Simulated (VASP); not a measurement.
# Cd3InO (Pmmm) in VASP: a series of runs

Runs on Cd3InO. Level: PBE. Tasks: single point.

All numbers are computed with VASP 6.6.1; they aren't measurements. Logs are shortened: lines on timing, memory, paths and dates and some standing lists are left out, and cuts for length are marked.

**1. The cell of the first run**

The structure is orthorhombic, space group Pmmm (No. 47). The conventional cell has a = 3.197 Å, b = 5.845 Å, c = 5.965 Å, α = 90.00°, β = 90.00°, γ = 90.00°. Within 3.0 Å of Cd (site symmetry mm2) lie 2 O at 2.27 Å and 1 Cd at 2.75 Å. Within 3.9 Å of Cd (site symmetry mmm) lie 2 In at 2.98 Å and 6 Cd at 3.20 to 3.33 Å and 4 O at 3.33 Å. Within 3.9 Å of In (site symmetry mmm) lie 6 Cd at 2.98 to 3.23 Å and 2 In at 3.20 Å. O (site symmetry mmm) has 4 Cd at 2.27 Å within 3.0 Å.

The cell was generated, and may not be a known phase.

**2. Single point, PBE**

The input, INCAR:

```
PREC = Accurate
ENCUT = 700
EDIFF = 1E-6
ISMEAR = 0
SIGMA = 0.1
LREAL = False
LASPH = True
NELM = 120
ALGO = Normal
ISIF = 2
LWAVE = False
LCHARG = True
GGA = PE
LELF = True
LVHAR = True
NBANDS = 48
GGA_COMPAT = False
```

The input, KPOINTS:

```
regular mesh
0
Gamma
  4 4 4
```

The input, POSCAR:

```
Cd3InO
1.0
    3.1967109816      0.0000000000      0.0000000000
    0.0000000000      5.8454150405      0.0000000000
    0.0000000000      0.0000000000      5.9645784392
Cd In O
3 1 1
Direct
    0.0000000000      0.0000000000      0.2692241474
    0.0000000000      0.0000000000      0.7307758526
    0.0000000000      0.5000000000      0.0000000000
    0.0000000000      0.5000000000      0.5000000000
    0.5000000000      0.0000000000      0.0000000000
```

Potentials or basis: VASP PAW PBE potentials, release 64 (Cd_sv_GW, In_d, O).

Launch:

```bash
$ cat potpaw_PBE.64/Cd_sv_GW/POTCAR potpaw_PBE.64/In_d/POTCAR potpaw_PBE.64/O/POTCAR > POTCAR
$ mpirun -np 1 vasp_std > vasp.out
```

OUTCAR:

```text
PREC = Accurate
   ENCUT = 700
   EDIFF = 1E-6
   ISMEAR = 0
   LREAL = False
   LASPH = True
   NELM = 120
   ISIF = 2
   GGA = PE

 ion  position               nearest neighbor table
   1  0.000  0.000  0.269-   5 2.27   5 2.27   4 3.23   4 3.23
   2  0.000  0.000  0.731-   5 2.27   5 2.27   4 3.23   4 3.23
   3  0.000  0.500  0.000-   4 2.98   4 2.98
   4  0.000  0.500  0.500-   3 2.98   3 2.98   1 3.23   2 3.23   1 3.23   2 3.23
   5  0.500  0.000  0.000-   1 2.27   2 2.27   1 2.27   2 2.27

  LATTYP: Found a simple orthorhombic cell.
 ALAT       =     3.1967109816
 B/A-ratio  =     1.8285716395
 C/A-ratio  =     1.8658485154

  Lattice vectors:

 A1 = (   3.1967109816,   0.0000000000,   0.0000000000)
 A2 = (   0.0000000000,   5.8454150405,   0.0000000000)
 A3 = (   0.0000000000,   0.0000000000,   5.9645784392)

Analysis of symmetry for initial positions (statically):
=====================================================================
 Subroutine PRICEL returns:
 Original cell was already a primitive cell.

 Routine SETGRP: Setting up the symmetry group for a
 simple orthorhombic supercell.

 Subroutine GETGRP returns: Found  8 space group operations
 (whereof  8 operations were pure point group operations)
 out of a pool of  8 trial point group operations.

The static configuration has the point symmetry D_2h.

Analysis of symmetry for dynamics (positions and initial velocities):
=====================================================================
 Subroutine PRICEL returns:
 Original cell was already a primitive cell.

 Routine SETGRP: Setting up the symmetry group for a
 simple orthorhombic supercell.

 Subroutine GETGRP returns: Found  8 space group operations
 (whereof  8 operations were pure point group operations)
 out of a pool of  8 trial point group operations.

The dynamic configuration has the point symmetry D_2h.

 Subroutine INISYM returns: Found  8 space group operations
 (whereof  8 operations are pure point group operations),
 and found     1 'primitive' translations

----------------------------------------------------------------------------------------

                                     Primitive cell

  volume of cell :     111.4547

  direct lattice vectors                    reciprocal lattice vectors
     3.196710982  0.000000000  0.000000000     0.312821524  0.000000000  0.000000000
     0.000000000  5.845415040  0.000000000     0.000000000  0.171074251  0.000000000
     0.000000000  0.000000000  5.964578439     0.000000000  0.000000000  0.167656442

  length of vectors
     3.196710982  5.845415040  5.964578439     0.312821524  0.171074251  0.167656442

  position of ions in fractional coordinates (direct lattice)
     0.000000000  0.000000000  0.269224147
     0.000000000  0.000000000  0.730775853
     0.000000000  0.500000000  0.000000000
     0.000000000  0.500000000  0.500000000
     0.500000000  0.000000000  0.000000000

  ion indices of the primitive-cell ions
   primitive index   ion index
                 1           1
                 2           2
                 3           3
                 4           4
                 5           5

----------------------------------------------------------------------------------------

 KPOINTS: regular mesh

Automatic generation of k-mesh.
 Grid dimensions read from file:
 generate k-points for:    4    4    4

 Generating k-lattice:

  Cartesian coordinates                     Fractional coordinates (reciprocal lattice)
     0.078205381  0.000000000  0.000000000     0.250000000  0.000000000  0.000000000
     0.000000000  0.042768563  0.000000000     0.000000000  0.250000000  0.000000000
     0.000000000  0.000000000  0.041914111     0.000000000  0.000000000  0.250000000

  Length of vectors
     0.078205381  0.042768563  0.041914111

  Shift w.r.t. Gamma in fractional coordinates (k-lattice)
     0.000000000  0.000000000  0.000000000

 Subroutine IBZKPT returns following result:
 ===========================================

 Found     27 irreducible k-points:

 Following reciprocal coordinates:
            Coordinates               Weight
  0.000000  0.000000  0.000000      1.000000
  0.250000  0.000000  0.000000      2.000000
  0.500000  0.000000  0.000000      1.000000
  0.000000  0.250000  0.000000      2.000000
  0.250000  0.250000  0.000000      4.000000
  0.500000  0.250000  0.000000      2.000000
[... 16 lines left out ...]
  0.250000  0.250000  0.500000      4.000000
  0.500000  0.250000  0.500000      2.000000
 [... further k-points ...]
   k-points           NKPTS =     27   k-points in BZ     NKDIM =     27   number of bands    NBANDS=     48
   number of dos      NEDOS =    301   number of ions     NIONS =      5
   total plane-waves  NPLWV =  75600
   dimension x,y,z NGX =    28 NGY =   50 NGZ =   54
   dimension x,y,z NGXF=    56 NGYF=  100 NGZF=  108
   ions per type =               3   1   1
   NGX,Y,Z   is equivalent  to a cutoff of  14.56, 14.22, 15.05 a.u.
   NGXF,Y,Z  is equivalent  to a cutoff of  29.12, 28.44, 30.10 a.u.
 SYSTEM =  unknown system
   PREC   = accura    normal or accurate (medium, high low for compatibility)
   ISTART =      0    job   : 0-new  1-cont  2-samecut
   ICHARG =      2    charge: 1-file 2-atom 10-const
   ISPIN  =      1    spin polarized calculation?
   LNONCOLLINEAR =      F non collinear calculations
   LSORBIT =      F    spin-orbit coupling
   LASPH  =      T    aspherical Exc in radial PAW
   ENCUT  =  700.0 eV  51.45 Ry    7.17 a.u.   6.90 12.61 12.87*2*pi/ulx,y,z
   NELM   =    120;   NELMIN=  2; NELMDL= -5     # of ELM steps
   EDIFF  = 0.1E-05   stopping-criterion for ELM
   LREAL  =      F    real-space projection
   EDIFFG = 0.1E-04   stopping-criterion for IOM
   NSW    =      0    number of steps for IOM
   IBRION =     -1    ionic relax: 0-MD 1-quasi-New 2-CG
   NFREE  =      0    steps in history (QN), initial steepest desc. (CG)
   ISIF   =      2    stress and relaxation
   ISYM   =      2    0-nonsym 1-usesym 2-fastsym
   POTIM  = 0.5000    time-step for ionic-motion
   TEBEG  =    0.0;   TEEND  =   0.0 temperature during run
   PSTRESS=    0.0 pullay stress
   NELECT =      79.0000    total number of electrons
   NUPDOWN=      -1.0000    fix difference up-down
   EMIN   =  10.00;   EMAX   =-10.00  energy-range for DOS
   EFERMI =   0.00;   METHOD = LEGACY
   ISMEAR =     0;   SIGMA  =   0.10  broadening in eV -4-tet -1-fermi 0-gaus
   EFERMI_NEDOS =   21; number of points for ismear=-14 and -15
   IALGO  =     38    algorithm
   IMIX   =      4    mixing-type and parameters
     AMIX     =   0.40;   BMIX     =  1.00
     AMIX_MAG =   1.60;   BMIX_MAG =  1.00
  volume/ion in A,a.u.               =      22.29       150.43
  Fermi-wavevector in a.u.,A,eV,Ry     =   1.459658  2.758353 28.988583  2.130601
  Thomas-Fermi vector in A             =   2.576199
   LORBIT       =      0    0 simple, 1 ext, 2 COOP (PROOUT), +10 PAW based schemes
   GGA     = PE    functional components
   LHFCALC =     F    Hartree Fock is set to
   AEXX    =    0.0000 exact exchange contribution
   IVDW    =     0    specifies the selected vdW correction
   LEPSILON=     F    determine dielectric tensor
   LRPA    =     F    only Hartree local field effects (RPA)
 non-spin polarized calculation
 Gauss-broadening in eV      SIGMA  =   0.10
  energy-cutoff  :      700.00
  volume of cell :      111.45
 maximum number of plane-waves:      4720
 NGX is ok and might be reduce to    28
   NGX = 13   NGY = 25   NGZ = 25

 number of electron      79.0000012 magnetization

 Free energy of the ion-electron system (eV)
  ---------------------------------------------------
  ext. energy  EPLUGINS =         0.00000000
  ---------------------------------------------------
  free energy    TOTEN  =       -11.36663586 eV

  energy without entropy =      -11.35767122  energy(sigma->0) =      -11.36215354

 E-fermi :   4.8594     XC(G=0): -10.2699

 val. band max:        4.8386004986   @ k =   0.2500   0.0000   0.2500
 cond. band min:       4.8703139627   @ k =   0.2500   0.0000   0.5000
 fundamental gap:      0.0317134641
 Fermi energy:         4.8594455010

 k-point     1 :       0.0000    0.0000    0.0000
  band No.  band energies     occupation
      1     -97.5664      2.00000
      2     -97.4662      2.00000
      3     -97.4625      2.00000
      4     -58.6216      2.00000
      5     -58.6009      2.00000
      6     -58.6004      2.00000
[... 40 lines left out ...]
     47      15.1022      0.00000
     48      15.5342      0.00000

 k-point     2 :       0.2500    0.0000    0.0000
  band No.  band energies     occupation
      1     -97.5661      2.00000
      2     -97.4659      2.00000
      3     -97.4621      2.00000
      4     -58.6211      2.00000
      5     -58.6077      2.00000
      6     -58.5999      2.00000
[... 40 lines left out ...]
     47      12.1996      0.00000
     48      12.2933      0.00000

 k-point     3 :       0.5000    0.0000    0.0000
  band No.  band energies     occupation
      1     -97.5657      2.00000
      2     -97.4655      2.00000
      3     -97.4618      2.00000
      4     -58.6206      2.00000
      5     -58.6145      2.00000
      6     -58.5995      2.00000
[... 40 lines left out ...]
     47      10.5836      0.00000
     48      10.7764      0.00000

 k-point     4 :       0.0000    0.2500    0.0000
  band No.  band energies     occupation
      1     -97.5663      2.00000
      2     -97.4662      2.00000
      3     -97.4624      2.00000
      4     -58.6215      2.00000
      5     -58.6009      2.00000
      6     -58.6005      2.00000
[... 958 lines left out ...]
     47      13.2386      0.00000
     48      13.3733      0.00000

 k-point    23 :       0.2500    0.2500    0.5000
  band No.  band energies     occupation
      1     -97.5661      2.00000
      2     -97.4656      2.00000
      3     -97.4624      2.00000
      4     -58.6210      2.00000
      5     -58.6077      2.00000
      6     -58.6001      2.00000
[... 40 lines left out ...]
     47      10.7187      0.00000
     48      12.9778      0.00000

 k-point    24 :       0.5000    0.2500    0.5000
  band No.  band energies     occupation
      1     -97.5658      2.00000
      2     -97.4653      2.00000
      3     -97.4621      2.00000
      4     -58.6205      2.00000
      5     -58.6145      2.00000
      6     -58.5996      2.00000
[... 40 lines left out ...]
     47      11.3892      0.00000
     48      12.0620      0.00000

 [... further k-points ...]

------------------------ aborting loop because EDIFF is reached ----------------------------------------

  FORCE on cell =-STRESS in cart. coord.  units (eV):
  Direction    XX          YY          ZZ          XY          YZ          ZX
  --------------------------------------------------------------------------------------
  -------------------------------------------------------------------------------------
  Total        0.0139073      0.1017136     -0.0326497     -0.0000000      0.0000000      0.0000000
  in kB        0.1999196      1.4621470     -0.4693436     -0.0000000      0.0000000      0.0000000
  external PRESSURE =       0.3975743 kB  Pullay stress =       0.0000000 kB

 VOLUME and BASIS-vectors are now :
 -----------------------------------------------------------------------------
  energy-cutoff  :      700.00
  volume of cell :      111.45
      direct lattice vectors                 reciprocal lattice vectors
     3.196710982  0.000000000  0.000000000     0.312821524  0.000000000  0.000000000
     0.000000000  5.845415040  0.000000000     0.000000000  0.171074251  0.000000000
     0.000000000  0.000000000  5.964578439     0.000000000  0.000000000  0.167656442

 POSITION                                       TOTAL-FORCE (eV/Angst)
 -----------------------------------------------------------------------------------
      0.00000      0.00000      1.60581         0.000000      0.000000      0.026448
      0.00000      0.00000      4.35877         0.000000      0.000000     -0.026448
      0.00000      2.92271      0.00000         0.000000      0.000000      0.000000
      0.00000      2.92271      2.98229         0.000000      0.000000      0.000000
      1.59836      0.00000      0.00000         0.000000      0.000000      0.000000
 -----------------------------------------------------------------------------------
    total drift:                                0.000000      0.000000      0.000000

  FREE ENERGIE OF THE ION-ELECTRON SYSTEM (eV)
  ---------------------------------------------------
  free  energy   TOTEN  =       -11.3666358627 eV

  energy  without entropy=      -11.3576712232  energy(sigma->0) =      -11.36215354
```

Run time: 3.8 min. Hardware: 1 thread of AMD EPYC 7R13 (Zen 3), shared host; peak memory 0.37 GiB.

What came out:

```
Free energy            : -11.3666 eV
Pressure               : 0.0 GPa
Largest force          : 0.026 eV/Å
Band gap on the k mesh : zero (an odd number of electrons rules out a gap without spin polarisation)
```

Forces in eV/Å, atoms in the order of the input:
```
Cd   0.000  0.000  0.026
Cd   0.000  0.000 -0.026
Cd   0.000  0.000  0.000
In   0.000  0.000  0.000
O    0.000  0.000  0.000
```

Stress tensor (GPa, compression positive):
```
 0.02  0.00  0.00
 0.00  0.15  0.00
 0.00  0.00 -0.05
```

Levels at points of the mesh, in eV from the Fermi level:
```tsv
k point	band 38	band 39	band 40	band 41	band 42	band 43
(0.00, 0.00, 0.00)	-1.85	-1.62	-0.89	-0.36	3.39	3.90
(0.50, 0.00, 0.00)	-1.74	0.37	0.45	0.82	2.16	2.38
(0.00, 0.50, 0.00)	-1.83	-1.67	-0.65	1.54	2.47	3.99
(0.50, 0.50, 0.00)	-1.25	-0.96	0.71	1.07	1.91	2.74
(0.00, 0.00, 0.50)	-1.71	-1.03	-0.92	0.91	2.28	4.22
(0.50, 0.00, 0.50)	-0.62	-0.61	0.56	1.02	1.50	2.66
(0.00, 0.50, 0.50)	-1.70	-1.53	-1.33	3.90	4.12	4.38
(0.50, 0.50, 0.50)	-1.85	-1.50	-0.61	1.41	2.71	3.25
```

Caveat: the k points lie up to 0.49 Å⁻¹ apart, too coarse for converged energies and pressures of a metal; spin-orbit coupling is left out, which moves the levels of the heavy elements.

**3. Single point, PBE**

This run uses another cell than the first one, of 22.40 Å³/atom.

The input, INCAR:

```
PREC = Accurate ; ENCUT = 700
EDIFF = 1E-6 ; ISMEAR = 0
SIGMA = 0.1 ; LREAL = F
LASPH = T ; NELM = 120
ALGO = Normal ; ISIF = 2
LWAVE = F ; LCHARG = T
GGA = PE ; LELF = T
LVHAR = T ; NBANDS = 48
GGA_COMPAT = F
```

The input, KPOINTS:

```
regular mesh
0
Gamma
  6 4 4
```

The input, POSCAR:

```
Cd3InO
1.0
    3.1859801931      0.0000000000      0.0000000000
    0.0000000000      5.8660738394      0.0000000000
    0.0000000000      0.0000000000      5.9920467103
Cd In O
3 1 1
Direct
    0.0000000000      0.0000000000      0.2689897093
    0.0000000000      0.0000000000      0.7310102907
    0.0000000000      0.5000000000      0.0000000000
    0.0000000000      0.5000000000      0.5000000000
    0.5000000000      0.0000000000      0.0000000000
```

Potentials or basis: VASP PAW PBE potentials, release 64 (Cd_sv_GW, In_d, O).

Launch:

```bash
$ cat potpaw_PBE.64/Cd_sv_GW/POTCAR potpaw_PBE.64/In_d/POTCAR potpaw_PBE.64/O/POTCAR > POTCAR
$ mpirun -np 1 vasp_std > vasp.out
```

Run time: 4.3 min. Hardware: 1 thread of Intel Xeon Platinum 8488C (Sapphire Rapids), shared host; peak memory 0.47 GiB.

The run converged. Its results:

```
Free energy            : -11.2162 eV
Pressure               : 0.0 GPa
Largest force          : 0.018 eV/Å
Band gap on the k mesh : zero (an odd number of electrons rules out a gap without spin polarisation)
```

Forces on the atoms (eV/Å):
```
Cd   0.000  0.000  0.018
Cd   0.000  0.000 -0.018
Cd   0.000  0.000  0.000
In   0.000  0.000  0.000
O    0.000  0.000  0.000
```

Stress tensor (GPa, compression positive):
```
-0.07  0.00  0.00
 0.00  0.14  0.00
 0.00  0.00 -0.02
```

Levels at points of the mesh, in eV from the Fermi level:
```csv
k point,band 36,band 37,band 38,band 39,band 40,band 41,band 42,band 43,band 44,band 45
"(0.00, 0.00, 0.00)",-3.75,-2.81,-2.03,-2.00,-1.22,-0.65,3.07,3.57,4.30,4.56
"(0.50, 0.00, 0.00)",-3.16,-2.21,-2.09,0.10,0.21,0.58,1.85,2.06,2.38,4.56
"(0.00, 0.50, 0.00)",-4.41,-3.00,-2.02,-2.00,-0.97,1.30,2.18,3.60,4.45,6.58
"(0.50, 0.50, 0.00)",-3.16,-2.61,-1.47,-1.34,0.42,0.81,1.58,2.39,2.49,4.67
"(0.00, 0.00, 0.50)",-4.11,-3.22,-1.90,-1.31,-1.24,0.61,2.01,3.81,3.99,7.84
"(0.50, 0.00, 0.50)",-3.86,-2.21,-1.01,-0.87,0.27,0.74,1.22,2.43,3.72,4.60
"(0.00, 0.50, 0.50)",-5.25,-2.38,-1.89,-1.77,-1.57,3.51,3.71,3.98,4.67,4.67
"(0.50, 0.50, 0.50)",-3.52,-2.50,-2.05,-1.74,-1.04,1.11,2.45,3.03,3.57,6.44
```

Caveat: spin-orbit coupling is left out, which moves the levels of the heavy elements.

The gap in the log of VASP goes by the Fermi energy; the results here count the filled bands.